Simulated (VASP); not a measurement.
# GaN (I4/mmm) in VASP: single point with PBE

Aim: the single point of GaN with PBE.

Everything below comes from runs of VASP 6.6.1. Logs are shortened: lines on timing, memory, paths and dates and some standing lists are left out, and cuts for length are marked.

### Step 1. The cell of the first run

Symmetry: I4/mmm, No. 139, tetragonal system. The conventional cell has a = 2.836 Å, b = 2.836 Å, c = 4.456 Å, α = 90.00°, β = 90.00°, γ = 90.00°. Ga (site symmetry 4/mmm) has 6 N at 2.01 to 2.23 Å within 2.7 Å. Within 2.7 Å of N (site symmetry 4/mmm) lie 6 Ga at 2.01 to 2.23 Å.

### Step 2. Single point, PBE (epitaxial xy strain -4.9%)

INCAR

```
SYSTEM = GaN
ALGO = Normal
EDIFF = 1E-7
ENCUT = 520
GGA = PE
ISIF = 2
ISMEAR = -1
LASPH = .True.
LCHARG = .False.
LREAL = .False.
LWAVE = .False.
NBANDS = 16
NELM = 80
PREC = Accurate
SIGMA = 0.02
```

KPOINTS

```
k-points
0
Gamma
  10 10 10
  0 0 0
```

POSCAR

```
GaN
1.0
    0.0000000000      2.0056198632      2.2279142925
    2.0056198632      0.0000000000      2.2279142925
    2.0056198632      2.0056198632      0.0000000000
Ga N
1 1
Direct
    0.0000000000      0.0000000000      0.0000000000
    0.5000000000      0.5000000000      0.5000000000
```

Potentials or basis: VASP PAW PBE potentials, release 64 (Ga_d, N).

The run is started by

```sh
cat potpaw_PBE.64/Ga_d/POTCAR potpaw_PBE.64/N/POTCAR > POTCAR
mpirun -np 1 vasp_std > vasp.out
```

OUTCAR:

```text
SYSTEM = GaN
   EDIFF = 1E-7
   ENCUT = 520
   GGA = PE
   ISIF = 2
   ISMEAR = -1
   LASPH = .True.
   LREAL = .False.
   NELM = 80
   PREC = Accurate

 ion  position               nearest neighbor table
   1  0.000  0.000  0.000-   2 2.01   2 2.01   2 2.01   2 2.01   2 2.23   2 2.23
   2  0.500  0.500  0.500-   1 2.01   1 2.01   1 2.01   1 2.01   1 2.23   1 2.23

  LATTYP: Found a body centered tetragonal cell.
 ALAT       =     2.8363748115
 C/A-ratio  =     1.5709590167

  Lattice vectors:

 A1 = (  -2.0056198632,   0.0000000000,   2.2279142925)
 A2 = (   2.0056198632,   0.0000000000,   2.2279142925)
 A3 = (   0.0000000000,   2.0056198632,  -2.2279142925)

Analysis of symmetry for initial positions (statically):
=====================================================================
 Subroutine PRICEL returns:
 Original cell was already a primitive cell.

 Routine SETGRP: Setting up the symmetry group for a
 body centered tetragonal supercell.

 Subroutine GETGRP returns: Found 16 space group operations
 (whereof 16 operations were pure point group operations)
 out of a pool of 16 trial point group operations.

The static configuration has the point symmetry D_4h.

Analysis of symmetry for dynamics (positions and initial velocities):
=====================================================================
 Subroutine PRICEL returns:
 Original cell was already a primitive cell.

 Routine SETGRP: Setting up the symmetry group for a
 body centered tetragonal supercell.

 Subroutine GETGRP returns: Found 16 space group operations
 (whereof 16 operations were pure point group operations)
 out of a pool of 16 trial point group operations.

The dynamic configuration has the point symmetry D_4h.

 Subroutine INISYM returns: Found 16 space group operations
 (whereof 16 operations are pure point group operations),
 and found     1 'primitive' translations

----------------------------------------------------------------------------------------

                                     Primitive cell

  volume of cell :      17.9236

  direct lattice vectors                    reciprocal lattice vectors
     0.000000000  2.005619863  2.227914292    -0.249299485  0.249299485  0.224425150
     2.005619863  0.000000000  2.227914292     0.249299485 -0.249299485  0.224425150
     2.005619863  2.005619863  0.000000000     0.249299485  0.249299485 -0.224425150

  length of vectors
     2.997684628  2.997684628  2.836374812     0.417931950  0.417931950  0.417931950

  position of ions in fractional coordinates (direct lattice)
     0.000000000  0.000000000  0.000000000
     0.500000000  0.500000000  0.500000000

  ion indices of the primitive-cell ions
   primitive index   ion index
                 1           1
                 2           2

----------------------------------------------------------------------------------------

 KPOINTS: k-points

Automatic generation of k-mesh.
 Grid dimensions read from file:
 generate k-points for:   10   10   10

 Generating k-lattice:

  Cartesian coordinates                     Fractional coordinates (reciprocal lattice)
    -0.024929949  0.024929949  0.022442515     0.100000000 -0.000000000  0.000000000
     0.024929949 -0.024929949  0.022442515    -0.000000000  0.100000000  0.000000000
     0.024929949  0.024929949 -0.022442515     0.000000000  0.000000000  0.100000000

  Length of vectors
     0.041793195  0.041793195  0.041793195

  Shift w.r.t. Gamma in fractional coordinates (k-lattice)
     0.000000000  0.000000000  0.000000000

 Subroutine IBZKPT returns following result:
 ===========================================

 Found    102 irreducible k-points:

 Following reciprocal coordinates:
            Coordinates               Weight
  0.000000  0.000000  0.000000      1.000000
  0.100000  0.000000  0.000000      8.000000
  0.200000  0.000000  0.000000      8.000000
  0.300000 -0.000000  0.000000      8.000000
  0.400000 -0.000000  0.000000      8.000000
  0.500000  0.000000  0.000000      4.000000
[... 16 lines left out ...]
  0.300000  0.300000  0.000000      2.000000
  0.400000  0.300000  0.000000      8.000000
 [... further k-points ...]
   k-points           NKPTS =    102   k-points in BZ     NKDIM =    102   number of bands    NBANDS=     16
   number of dos      NEDOS =    301   number of ions     NIONS =      2
   total plane-waves  NPLWV =  13824
   dimension x,y,z NGX =    24 NGY =   24 NGZ =   24
   dimension x,y,z NGXF=    48 NGYF=   48 NGZF=   48
   ions per type =               1   1
   NGX,Y,Z   is equivalent  to a cutoff of  13.31, 13.31, 14.07 a.u.
   NGXF,Y,Z  is equivalent  to a cutoff of  26.62, 26.62, 28.13 a.u.
 SYSTEM =  GaN
   PREC   = accura    normal or accurate (medium, high low for compatibility)
   ISTART =      0    job   : 0-new  1-cont  2-samecut
   ICHARG =      2    charge: 1-file 2-atom 10-const
   ISPIN  =      1    spin polarized calculation?
   LNONCOLLINEAR =      F non collinear calculations
   LSORBIT =      F    spin-orbit coupling
   LASPH  =      T    aspherical Exc in radial PAW
   ENCUT  =  520.0 eV  38.22 Ry    6.18 a.u.   5.57  5.57  5.27*2*pi/ulx,y,z
   NELM   =     80;   NELMIN=  2; NELMDL= -5     # of ELM steps
   EDIFF  = 0.1E-06   stopping-criterion for ELM
   LREAL  =      F    real-space projection
   EDIFFG = 0.1E-05   stopping-criterion for IOM
   NSW    =      0    number of steps for IOM
   IBRION =     -1    ionic relax: 0-MD 1-quasi-New 2-CG
   NFREE  =      0    steps in history (QN), initial steepest desc. (CG)
   ISIF   =      2    stress and relaxation
   ISYM   =      2    0-nonsym 1-usesym 2-fastsym
   POTIM  = 0.5000    time-step for ionic-motion
   TEBEG  =    0.0;   TEEND  =   0.0 temperature during run
   PSTRESS=    0.0 pullay stress
   NELECT =      18.0000    total number of electrons
   NUPDOWN=      -1.0000    fix difference up-down
   EMIN   =  10.00;   EMAX   =-10.00  energy-range for DOS
   EFERMI =   0.00;   METHOD = LEGACY
   ISMEAR =    -1;   SIGMA  =   0.02  broadening in eV -4-tet -1-fermi 0-gaus
   EFERMI_NEDOS =   21; number of points for ismear=-14 and -15
   IALGO  =     38    algorithm
   IMIX   =      4    mixing-type and parameters
     AMIX     =   0.40;   BMIX     =  1.00
     AMIX_MAG =   1.60;   BMIX_MAG =  1.00
  volume/ion in A,a.u.               =       8.96        60.48
  Fermi-wavevector in a.u.,A,eV,Ry     =   1.639421  3.098056 36.568384  2.687700
  Thomas-Fermi vector in A             =   2.730229
   LORBIT       =      0    0 simple, 1 ext, 2 COOP (PROOUT), +10 PAW based schemes
   GGA     = PE    functional components
   LHFCALC =     F    Hartree Fock is set to
   AEXX    =    0.0000 exact exchange contribution
   IVDW    =     0    specifies the selected vdW correction
   LEPSILON=     F    determine dielectric tensor
   LRPA    =     F    only Hartree local field effects (RPA)
 non-spin polarized calculation
  energy-cutoff  :      520.00
  volume of cell :       17.92
 maximum number of plane-waves:       495
 NGX is ok and might be reduce to    24
   NGX = 11   NGY = 11   NGZ = 11

 number of electron      17.9999995 magnetization

 Free energy of the ion-electron system (eV)
  ---------------------------------------------------
  ext. energy  EPLUGINS =         0.00000000
  ---------------------------------------------------
  free energy    TOTEN  =       -10.99868409 eV

  energy without entropy =      -10.99868407  energy(sigma->0) =      -10.99868408

 E-fermi :   9.0261     XC(G=0): -13.3601

 val. band max:        8.7768116806   @ k =  -0.2000   0.2000   0.0000
 cond. band min:       9.2575291418   @ k =   0.5000   0.0000   0.5000
 fundamental gap:      0.4807174612
 Fermi energy:         9.0261116393

 k-point     1 :       0.0000    0.0000    0.0000
  band No.  band energies     occupation
      1      -9.3660      2.00000
      2      -5.4738      2.00000
      3      -5.3911      2.00000
      4      -5.3911      2.00000
      5      -5.3738      2.00000
      6      -5.2341      2.00000
[... 8 lines left out ...]
     15      24.9837      0.00000
     16      26.7928      0.00000

 k-point     2 :       0.1000    0.0000    0.0000
  band No.  band energies     occupation
      1      -9.1607      2.00000
      2      -5.4650      2.00000
      3      -5.4101      2.00000
      4      -5.3793      2.00000
      5      -5.3677      2.00000
      6      -5.2638      2.00000
[... 8 lines left out ...]
     15      26.0561      0.00000
     16      26.0733      0.00000

 k-point     3 :       0.2000    0.0000    0.0000
  band No.  band energies     occupation
      1      -8.5649      2.00000
      2      -5.4802      2.00000
      3      -5.4623      2.00000
      4      -5.3923      2.00000
      5      -5.3116      2.00000
      6      -5.2963      2.00000
[... 8 lines left out ...]
     15      26.3779      0.00000
     16      26.4976      0.00000

 k-point     4 :       0.3000   -0.0000    0.0000
  band No.  band energies     occupation
      1      -7.6537      2.00000
      2      -5.5618      2.00000
      3      -5.4900      2.00000
      4      -5.4867      2.00000
      5      -5.2552      2.00000
      6      -5.2237      2.00000
[... 8 lines left out ...]
     15      27.9972      0.00000
     16      28.3008      0.00000

 k-point     5 :       0.4000   -0.0000    0.0000
  band No.  band energies     occupation
      1      -6.6238      2.00000
      2      -5.6290      2.00000
      3      -5.5705      2.00000
      4      -5.5586      2.00000
      5      -5.2125      2.00000
      6      -5.1496      2.00000
[... 8 lines left out ...]
     15      30.3229      0.00000
     16      30.7675      0.00000

 k-point     6 :       0.5000    0.0000    0.0000
  band No.  band energies     occupation
      1      -5.9698      2.00000
      2      -5.7291      2.00000
      3      -5.6536      2.00000
      4      -5.6025      2.00000
      5      -5.1957      2.00000
      6      -5.1223      2.00000
[... 8 lines left out ...]
     15      32.6207      0.00000
     16      32.6428      0.00000

 k-point     7 :       0.1000    0.1000    0.0000
  band No.  band energies     occupation
      1      -9.1613      2.00000
      2      -5.4892      2.00000
      3      -5.3838      2.00000
      4      -5.3692      2.00000
      5      -5.3692      2.00000
      6      -5.2267      2.00000
[... 8 lines left out ...]
     15      27.2809      0.00000
     16      28.0300      0.00000

 k-point     8 :       0.2000    0.1000    0.0000
  band No.  band energies     occupation
      1      -8.7739      2.00000
      2      -5.4954      2.00000
      3      -5.4254      2.00000
      4      -5.3501      2.00000
      5      -5.3055      2.00000
      6      -5.2394      2.00000
[... 8 lines left out ...]
     15      27.2117      0.00000
     16      28.4230      0.00000

 k-point     9 :       0.3000    0.1000    0.0000
  band No.  band energies     occupation
      1      -8.0606      2.00000
      2      -5.5132      2.00000
      3      -5.4685      2.00000
      4      -5.3935      2.00000
      5      -5.2318      2.00000
      6      -5.1882      2.00000
[... 8 lines left out ...]
     15      26.9100      0.00000
     16      29.2940      0.00000
[... 172 lines left out ...]
 k-point    19 :       0.5000    0.2000    0.0000
  band No.  band energies     occupation
      1      -6.9901      2.00000
      2      -5.5555      2.00000
      3      -5.4576      2.00000
      4      -5.3963      2.00000
      5      -5.1734      2.00000
      6      -4.3573      2.00000
[... 8 lines left out ...]
     15      30.1557      0.00000
     16      33.5564      0.00000

 k-point    20 :      -0.4000    0.2000    0.0000
  band No.  band energies     occupation
      1      -6.6003      2.00000
      2      -5.5898      2.00000
      3      -5.5331      2.00000
      4      -5.4259      2.00000
      5      -5.1944      2.00000
      6      -4.3482      2.00000
[... 8 lines left out ...]
     15      29.8180      0.00000
     16      30.7635      0.00000

 k-point    21 :      -0.3000    0.2000    0.0000
  band No.  band energies     occupation
      1      -6.5827      2.00000
      2      -5.6571      2.00000
      3      -5.5599      2.00000
      4      -5.4979      2.00000
      5      -5.2372      2.00000
      6      -4.8106      2.00000
[... 8 lines left out ...]
     15      28.2732      0.00000
     16      31.1503      0.00000

 k-point    22 :      -0.2000    0.2000    0.0000
  band No.  band energies     occupation
      1      -7.2163      2.00000
      2      -5.6379      2.00000
      3      -5.5302      2.00000
      4      -5.5069      2.00000
      5      -5.2845      2.00000
      6      -5.1034      2.00000
[... 8 lines left out ...]
     15      26.9189      0.00000
     16      30.7757      0.00000

 k-point    23 :       0.3000    0.3000    0.0000
  band No.  band energies     occupation
      1      -8.0515      2.00000
      2      -5.5792      2.00000
      3      -5.2277      2.00000
      4      -5.2277      2.00000
      5      -5.1830      2.00000
      6      -4.8730      2.00000
[... 8 lines left out ...]
     15      34.4023      0.00000
     16      34.4023      0.00000

 k-point    24 :       0.4000    0.3000    0.0000
  band No.  band energies     occupation
      1      -7.7527      2.00000
      2      -5.5859      2.00000
      3      -5.2385      2.00000
      4      -5.2352      2.00000
      5      -5.1622      2.00000
      6      -4.3775      2.00000
[... 8 lines left out ...]
     15      34.4623      0.00000
     16      34.8749      0.00000

 [... further k-points ...]

------------------------ aborting loop because EDIFF is reached ----------------------------------------

  FORCE on cell =-STRESS in cart. coord.  units (eV):
  Direction    XX          YY          ZZ          XY          YZ          ZX
  --------------------------------------------------------------------------------------
  -------------------------------------------------------------------------------------
  Total        3.9504891      3.9504891      0.8728770      0.0000000     -0.0000000      0.0000000
  in kB      353.1309069    353.1309069     78.0257447      0.0000000     -0.0000000      0.0000000
  external PRESSURE =     261.4291862 kB  Pullay stress =       0.0000000 kB

 VOLUME and BASIS-vectors are now :
 -----------------------------------------------------------------------------
  energy-cutoff  :      520.00
  volume of cell :       17.92
      direct lattice vectors                 reciprocal lattice vectors
     0.000000000  2.005619863  2.227914292    -0.249299485  0.249299485  0.224425150
     2.005619863  0.000000000  2.227914292     0.249299485 -0.249299485  0.224425150
     2.005619863  2.005619863  0.000000000     0.249299485  0.249299485 -0.224425150

 POSITION                                       TOTAL-FORCE (eV/Angst)
 -----------------------------------------------------------------------------------
      0.00000      0.00000      0.00000         0.000000      0.000000      0.000000
      2.00562      2.00562      2.22791         0.000000      0.000000     -0.000000
 -----------------------------------------------------------------------------------
    total drift:                                0.000000     -0.000000     -0.000000

  FREE ENERGIE OF THE ION-ELECTRON SYSTEM (eV)
  ---------------------------------------------------
  free  energy   TOTEN  =       -10.9986840860 eV

  energy  without entropy=      -10.9986840660  energy(sigma->0) =      -10.99868408
```

Wall time 34 s (1 thread of Intel Xeon 8259CL, shared host); peak memory 0.16 GiB.

What came out:

```yaml
Free_energy: -10.9987 eV
Pressure: 26.1 GPa
Band_gap_on_the_k_mesh: 0.48 eV (least direct gap 3.03 eV)
```

Stress tensor (GPa, compression positive):
```
35.31  0.00  0.00
 0.00 35.31  0.00
 0.00  0.00  7.80
```

Levels at points of the mesh, in eV from the valence-band top:
```tsv
k point	band 5	band 6	band 7	band 8	band 9	band 10	band 11	band 12	band 13	band 14
(0.00, 0.00, 0.00)	-14.15	-14.01	-1.11	-1.11	-0.33	2.70	13.70	14.38	15.24	15.24
(0.50, 0.00, 0.00)	-13.97	-13.90	-8.75	-0.73	-0.08	4.36	8.70	10.00	10.36	16.67
(0.50, 0.50, 0.00)	-13.90	-11.79	-7.93	-3.05	-3.05	1.70	8.58	11.34	15.81	15.81
(0.50, 0.00, 0.50)	-13.77	-10.65	-7.69	-4.42	-2.92	0.48	7.37	12.62	13.03	16.29
```

Caveat: the cell differs from its parent crystal (epitaxial xy strain -4.9%); the cell stands under pressure. A k mesh can miss the band edges.
